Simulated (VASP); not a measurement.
# CdSe (Fm-3m) in VASP: a series of runs

The runs below take CdSe through single point, relaxation of cell and atoms, with PBEsol.

Program: VASP 6.6.1. These are calculated values, not measurements. Logs are shortened: lines on timing, memory, paths and dates and some standing lists are left out, and cuts for length are marked.

## Step 1: The cell of the first run

It takes space group Fm-3m (No. 225, cubic). The conventional cell has a = 5.627 Å, b = 5.627 Å, c = 5.627 Å, α = 90.00°, β = 90.00°, γ = 90.00°. Within 3.7 Å of Cd (site symmetry m-3m) lie 6 Se at 2.81 Å. Se (site symmetry m-3m) has 6 Cd at 2.81 Å within 3.7 Å.

## Step 2: Single point, PBEsol

File INCAR:

```
  ALGO = Normal
  EDIFF = 1E-6
  ENCUT = 520
  GGA = PS
  ISIF = 2
  ISMEAR = -1
  LASPH = T
  LCHARG = F
  LREAL = F
  LWAVE = F
  NBANDS = 16
  NELM = 60
  PREC = Accurate
  SIGMA = 0.05
```

File KPOINTS:

```
k-points
0
Gamma
  12 12 12
```

File POSCAR:

```
CdSe
1.0
    0.0000000000      2.8137356268      2.8137356268
    2.8137356268      0.0000000000      2.8137356268
    2.8137356268      2.8137356268      0.0000000000
Cd Se
1 1
Direct
    0.0000000000      0.0000000000      0.0000000000
    0.5000000000      0.5000000000      0.5000000000
```

Potentials or basis: VASP PAW PBE potentials, release 64 (Cd, Se).

On the command line:

```bash
$ cat potpaw_PBE.64/Cd/POTCAR potpaw_PBE.64/Se/POTCAR > POTCAR
$ mpirun -np 1 vasp_std > vasp.out
```

OUTCAR:

```text
EDIFF = 1E-6
   ENCUT = 520
   GGA = PS
   ISIF = 2
   ISMEAR = -1
   LASPH = T
   LREAL = F
   NELM = 60
   PREC = Accurate

 ion  position               nearest neighbor table
   1  0.000  0.000  0.000-   2 2.81   2 2.81   2 2.81   2 2.81   2 2.81   2 2.81
   2  0.500  0.500  0.500-   1 2.81   1 2.81   1 2.81   1 2.81   1 2.81   1 2.81

  LATTYP: Found a face centered cubic cell.
 ALAT       =     5.6274712536

  Lattice vectors:

 A1 = (   0.0000000000,   2.8137356268,   2.8137356268)
 A2 = (   2.8137356268,   0.0000000000,   2.8137356268)
 A3 = (   2.8137356268,   2.8137356268,   0.0000000000)

Analysis of symmetry for initial positions (statically):
=====================================================================
 Subroutine PRICEL returns:
 Original cell was already a primitive cell.

 Routine SETGRP: Setting up the symmetry group for a
 face centered cubic supercell.

 Subroutine GETGRP returns: Found 48 space group operations
 (whereof 48 operations were pure point group operations)
 out of a pool of 48 trial point group operations.

The static configuration has the point symmetry O_h .

Analysis of symmetry for dynamics (positions and initial velocities):
=====================================================================
 Subroutine PRICEL returns:
 Original cell was already a primitive cell.

 Routine SETGRP: Setting up the symmetry group for a
 face centered cubic supercell.

 Subroutine GETGRP returns: Found 48 space group operations
 (whereof 48 operations were pure point group operations)
 out of a pool of 48 trial point group operations.

The dynamic configuration has the point symmetry O_h .

 Subroutine INISYM returns: Found 48 space group operations
 (whereof 48 operations are pure point group operations),
 and found     1 'primitive' translations

----------------------------------------------------------------------------------------

                                     Primitive cell

  volume of cell :      44.5533

  direct lattice vectors                    reciprocal lattice vectors
     0.000000000  2.813735627  2.813735627    -0.177699708  0.177699708  0.177699708
     2.813735627  0.000000000  2.813735627     0.177699708 -0.177699708  0.177699708
     2.813735627  2.813735627  0.000000000     0.177699708  0.177699708 -0.177699708

  length of vectors
     3.979223084  3.979223084  3.979223084     0.307784923  0.307784923  0.307784923

  position of ions in fractional coordinates (direct lattice)
     0.000000000  0.000000000  0.000000000
     0.500000000  0.500000000  0.500000000

  ion indices of the primitive-cell ions
   primitive index   ion index
                 1           1
                 2           2

----------------------------------------------------------------------------------------

 KPOINTS: k-points

Automatic generation of k-mesh.
 Grid dimensions read from file:
 generate k-points for:   12   12   12

 Generating k-lattice:

  Cartesian coordinates                     Fractional coordinates (reciprocal lattice)
    -0.014808309  0.014808309  0.014808309     0.083333333  0.000000000  0.000000000
     0.014808309 -0.014808309  0.014808309     0.000000000  0.083333333  0.000000000
     0.014808309  0.014808309 -0.014808309     0.000000000  0.000000000  0.083333333

  Length of vectors
     0.025648744  0.025648744  0.025648744

  Shift w.r.t. Gamma in fractional coordinates (k-lattice)
     0.000000000  0.000000000  0.000000000

 Subroutine IBZKPT returns following result:
 ===========================================

 Found     72 irreducible k-points:

 Following reciprocal coordinates:
            Coordinates               Weight
  0.000000  0.000000  0.000000      1.000000
  0.083333  0.000000  0.000000      8.000000
  0.166667  0.000000  0.000000      8.000000
  0.250000  0.000000  0.000000      8.000000
  0.333333  0.000000  0.000000      8.000000
  0.416667  0.000000  0.000000      8.000000
[... 16 lines left out ...]
  0.500000  0.166667  0.000000     24.000000
 -0.416667  0.166667  0.000000     24.000000
 [... further k-points ...]
   k-points           NKPTS =     72   k-points in BZ     NKDIM =     72   number of bands    NBANDS=     16
   number of dos      NEDOS =    301   number of ions     NIONS =      2
   total plane-waves  NPLWV =  27000
   dimension x,y,z NGX =    30 NGY =   30 NGZ =   30
   dimension x,y,z NGXF=    60 NGYF=   60 NGZF=   60
   ions per type =               1   1
   NGX,Y,Z   is equivalent  to a cutoff of  12.53, 12.53, 12.53 a.u.
   NGXF,Y,Z  is equivalent  to a cutoff of  25.07, 25.07, 25.07 a.u.
 SYSTEM =  unknown system
   PREC   = accura    normal or accurate (medium, high low for compatibility)
   ISTART =      0    job   : 0-new  1-cont  2-samecut
   ICHARG =      2    charge: 1-file 2-atom 10-const
   ISPIN  =      1    spin polarized calculation?
   LNONCOLLINEAR =      F non collinear calculations
   LSORBIT =      F    spin-orbit coupling
   LASPH  =      T    aspherical Exc in radial PAW
   ENCUT  =  520.0 eV  38.22 Ry    6.18 a.u.   7.40  7.40  7.40*2*pi/ulx,y,z
   NELM   =     60;   NELMIN=  2; NELMDL= -5     # of ELM steps
   EDIFF  = 0.1E-05   stopping-criterion for ELM
   LREAL  =      F    real-space projection
   EDIFFG = 0.1E-04   stopping-criterion for IOM
   NSW    =      0    number of steps for IOM
   IBRION =     -1    ionic relax: 0-MD 1-quasi-New 2-CG
   NFREE  =      0    steps in history (QN), initial steepest desc. (CG)
   ISIF   =      2    stress and relaxation
   ISYM   =      2    0-nonsym 1-usesym 2-fastsym
   POTIM  = 0.5000    time-step for ionic-motion
   TEBEG  =    0.0;   TEEND  =   0.0 temperature during run
   PSTRESS=    0.0 pullay stress
   NELECT =      18.0000    total number of electrons
   NUPDOWN=      -1.0000    fix difference up-down
   EMIN   =  10.00;   EMAX   =-10.00  energy-range for DOS
   EFERMI =   0.00;   METHOD = LEGACY
   ISMEAR =    -1;   SIGMA  =   0.05  broadening in eV -4-tet -1-fermi 0-gaus
   EFERMI_NEDOS =   21; number of points for ismear=-14 and -15
   IALGO  =     38    algorithm
   IMIX   =      4    mixing-type and parameters
     AMIX     =   0.40;   BMIX     =  1.00
     AMIX_MAG =   1.60;   BMIX_MAG =  1.00
  volume/ion in A,a.u.               =      22.28       150.33
  Fermi-wavevector in a.u.,A,eV,Ry     =   1.210242  2.287027 19.928273  1.464687
  Thomas-Fermi vector in A             =   2.345795
   LORBIT       =      0    0 simple, 1 ext, 2 COOP (PROOUT), +10 PAW based schemes
   GGA     = PS    functional components
   LHFCALC =     F    Hartree Fock is set to
   AEXX    =    0.0000 exact exchange contribution
   IVDW    =     0    specifies the selected vdW correction
   LEPSILON=     F    determine dielectric tensor
   LRPA    =     F    only Hartree local field effects (RPA)
 non-spin polarized calculation
  energy-cutoff  :      520.00
  volume of cell :       44.55
 maximum number of plane-waves:      1243
 NGX is ok and might be reduce to    30
   NGX = 15   NGY = 15   NGZ = 15

 number of electron      17.9999992 magnetization

 Free energy of the ion-electron system (eV)
  ---------------------------------------------------
  ext. energy  EPLUGINS =         0.00000000
  ---------------------------------------------------
  free energy    TOTEN  =        -5.99293385 eV

  energy without entropy =       -5.98823453  energy(sigma->0) =       -5.99058419

 E-fermi :   2.7281     XC(G=0): -10.4945

 val. band max:        2.6984452119   @ k =  -0.2500   0.1667   0.0000
 cond. band min:       2.9299001330   @ k =   0.0000   0.0000   0.0000
 fundamental gap:      0.2314549212
 Fermi energy:         2.7281243243

 k-point     1 :       0.0000    0.0000    0.0000
  band No.  band energies     occupation
      1     -10.6211      2.00000
      2      -5.2940      2.00000
      3      -5.2940      2.00000
      4      -5.2737      2.00000
      5      -5.2737      2.00000
      6      -5.2737      2.00000
[... 8 lines left out ...]
     15      12.7120      0.00000
     16      12.7120      0.00000

 k-point     2 :       0.0833    0.0000    0.0000
  band No.  band energies     occupation
      1     -10.5639      2.00000
      2      -5.3116      2.00000
      3      -5.3116      2.00000
      4      -5.2793      2.00000
      5      -5.2642      2.00000
      6      -5.2642      2.00000
[... 8 lines left out ...]
     15      12.2366      0.00000
     16      12.5375      0.00000

 k-point     3 :       0.1667    0.0000    0.0000
  band No.  band energies     occupation
      1     -10.4001      2.00000
      2      -5.3631      2.00000
      3      -5.3631      2.00000
      4      -5.2980      2.00000
      5      -5.2339      2.00000
      6      -5.2339      2.00000
[... 8 lines left out ...]
     15      12.3326      0.00000
     16      12.3326      0.00000

 k-point     4 :       0.2500    0.0000    0.0000
  band No.  band energies     occupation
      1     -10.1549      2.00000
      2      -5.4325      2.00000
      3      -5.4325      2.00000
      4      -5.3353      2.00000
      5      -5.1914      2.00000
      6      -5.1914      2.00000
[... 8 lines left out ...]
     15      12.9794      0.00000
     16      12.9794      0.00000
[... 324 lines left out ...]
 k-point    22 :       0.4167    0.1667    0.0000
  band No.  band energies     occupation
      1      -9.7539      2.00000
      2      -5.4409      2.00000
      3      -5.4209      2.00000
      4      -5.3675      2.00000
      5      -5.1320      2.00000
      6      -5.1044      2.00000
[... 8 lines left out ...]
     15      15.3498      0.00000
     16      15.9511      0.00000

 k-point    23 :       0.5000    0.1667    0.0000
  band No.  band energies     occupation
      1      -9.6009      2.00000
      2      -5.4807      2.00000
      3      -5.4098      2.00000
      4      -5.4008      2.00000
      5      -5.0957      2.00000
      6      -5.0936      2.00000
[... 8 lines left out ...]
     15      15.8818      0.00000
     16      15.9580      0.00000

 k-point    24 :      -0.4167    0.1667    0.0000
  band No.  band energies     occupation
      1      -9.5689      2.00000
      2      -5.5194      2.00000
      3      -5.4540      2.00000
      4      -5.3604      2.00000
      5      -5.1065      2.00000
      6      -5.0742      2.00000
[... 8 lines left out ...]
     15      14.7502      0.00000
     16      15.2076      0.00000

 [... further k-points ...]
[... 5 lines left out ...]
  --------------------------------------------------------------------------------------
  -------------------------------------------------------------------------------------
  Total        0.1257730      0.1257730      0.1257730      0.0000000      0.0000000     -0.0000000
  in kB        4.5229119      4.5229119      4.5229119      0.0000000      0.0000000     -0.0000000
  external PRESSURE =       4.5229119 kB  Pullay stress =       0.0000000 kB

 VOLUME and BASIS-vectors are now :
 -----------------------------------------------------------------------------
  energy-cutoff  :      520.00
  volume of cell :       44.55
      direct lattice vectors                 reciprocal lattice vectors
     0.000000000  2.813735627  2.813735627    -0.177699708  0.177699708  0.177699708
     2.813735627  0.000000000  2.813735627     0.177699708 -0.177699708  0.177699708
     2.813735627  2.813735627  0.000000000     0.177699708  0.177699708 -0.177699708

 POSITION                                       TOTAL-FORCE (eV/Angst)
 -----------------------------------------------------------------------------------
      0.00000      0.00000      0.00000        -0.000000     -0.000000      0.000000
      2.81374      2.81374      2.81374         0.000000      0.000000     -0.000000
 -----------------------------------------------------------------------------------
    total drift:                               -0.000000      0.000000      0.000000

  FREE ENERGIE OF THE ION-ELECTRON SYSTEM (eV)
  ---------------------------------------------------
  free  energy   TOTEN  =        -5.9929338473 eV

  energy  without entropy=       -5.9882345313  energy(sigma->0) =       -5.99058419
```

Run time: 49 s. Hardware: 1 thread of Intel Xeon Platinum 8488C (Sapphire Rapids), shared host; peak memory 0.2 GiB.

What came out:

```yaml
Free_energy: -5.9929 eV
Pressure: 0.5 GPa
Band_gap_on_the_k_mesh: zero (band 9 reaches 2.70 eV, above the bottom of band 10 at 2.16 eV)
```

Caveat: the PAW data sets were made with another functional, which shifts forces and pressure a little.

## Step 3: Single point, PBEsol

File INCAR:

```
SYSTEM = CdSe
PREC = Accurate
ENCUT = 520
EDIFF = 1E-6
ISMEAR = -1
SIGMA = 0.05
LREAL = .False.
LASPH = .True.
NELM = 80
ALGO = Normal
ISIF = 2
LWAVE = .False.
LCHARG = .True.
GGA = PS
LELF = .True.
LVHAR = .True.
NBANDS = 16
```

File KPOINTS:

```
Automatic mesh
0
Gamma
  12 12 12
  0 0 0
```

POSCAR is that of step 2.

Potentials or basis: VASP PAW PBE potentials, release 64 (Cd, Se).

On the command line:

```bash
$ cat potpaw_PBE.64/Cd/POTCAR potpaw_PBE.64/Se/POTCAR > POTCAR
$ mpirun -np 1 vasp_std > vasp.out
```

Run time: 50 s. Hardware: 1 thread of Intel Xeon Platinum 8488C (Sapphire Rapids), shared host; peak memory 0.2 GiB.

It converged, with:

```yaml
Free_energy: -5.9929 eV
Pressure: 0.5 GPa
Band_gap_on_the_k_mesh: zero (band 9 reaches 2.70 eV, above the bottom of band 10 at 2.16 eV)
```

Levels at points of the mesh, in eV from the Fermi level:
```tsv
k point	band 7	band 8	band 9	band 10	band 11	band 12
(0.00, 0.00, 0.00)	-0.74	-0.74	-0.74	0.20	8.61	8.61
(0.50, 0.00, 0.00)	-5.31	-0.06	-0.06	2.84	5.14	5.14
(0.50, 0.50, 0.00)	-4.57	-2.34	-2.34	-0.57	5.25	10.04
```

Caveat: the PAW data sets were made with another functional, which shifts forces and pressure a little.

## Step 4: Relaxation of cell and atoms, PBEsol

File INCAR:

```
PREC = Accurate
ENCUT = 600
EDIFF = 1E-7
ISMEAR = -1
SIGMA = 0.05
LREAL = False
LASPH = True
NELM = 80
ALGO = Normal
ISIF = 3
LWAVE = False
LCHARG = False
GGA = PS
IBRION = 2
NSW = 32
EDIFFG = -0.005
```

File KPOINTS:

```
Automatic mesh
0
Gamma
  12 12 12
```

POSCAR is that of step 3.

On the command line:

```bash
$ cat potpaw_PBE.64/Cd/POTCAR potpaw_PBE.64/Se/POTCAR > POTCAR
$ mpirun -np 1 vasp_std > vasp.out
```

Run time: 67 s. Hardware: 1 thread of Intel Xeon Platinum 8488C (Sapphire Rapids), shared host; peak memory 0.22 GiB.

It converged, with:

| Item | Value |
| --- | --- |
| Free energy | -5.9933 eV |
| Relaxed volume | 22.40 Å³/atom |
| Relaxed cell | a = 3.986 Å, b = 3.986 Å, c = 3.986 Å, α = 60.00°, β = 60.00°, γ = 60.00° |
| Space group after relaxing (to 0.05 Å) | Fm-3m (No. 225) |
| Energy gained by relaxing | 0.1 meV/atom |
| Ionic steps | 3 |
| Pressure after relaxing | 0.0 GPa |
| Band gap on the k mesh | zero (band 9 reaches 2.65 eV, above the bottom of band 10 at 2.11 eV) |

The path:
```
step  energy change (eV)  largest force (eV/Å)  pressure (GPa)  volume (Å³)
   1              0.0000                0.0000            0.40        44.55
   2             -0.0002                0.0000           -0.18        44.91
   3             -0.0003                0.0000            0.00        44.80
```

Final structure:
```
Cd Se
1.0
     0.00000    2.81883    2.81883
     2.81883    0.00000    2.81883
     2.81883    2.81883    0.00000
Cd Se
1 1
Cartesian
  0.0000 0.0000 0.0000
  2.8188 2.8188 2.8188
```

Levels at points of the mesh, in eV from the Fermi level:
```
           k point  band 6  band 7  band 8  band 9  band 10  band 11  band 12  band 13
(0.00, 0.00, 0.00)   -7.99   -0.73   -0.73   -0.73     0.18     8.60     8.60     8.60
(0.50, 0.00, 0.00)   -7.82   -5.29   -0.06   -0.06     2.84     5.15     5.15     6.29
(0.50, 0.50, 0.00)   -7.20   -4.53   -2.31   -2.31    -0.57     5.26    10.00    10.61
```

Caveat: the PAW data sets were made with another functional, which shifts forces and pressure a little.
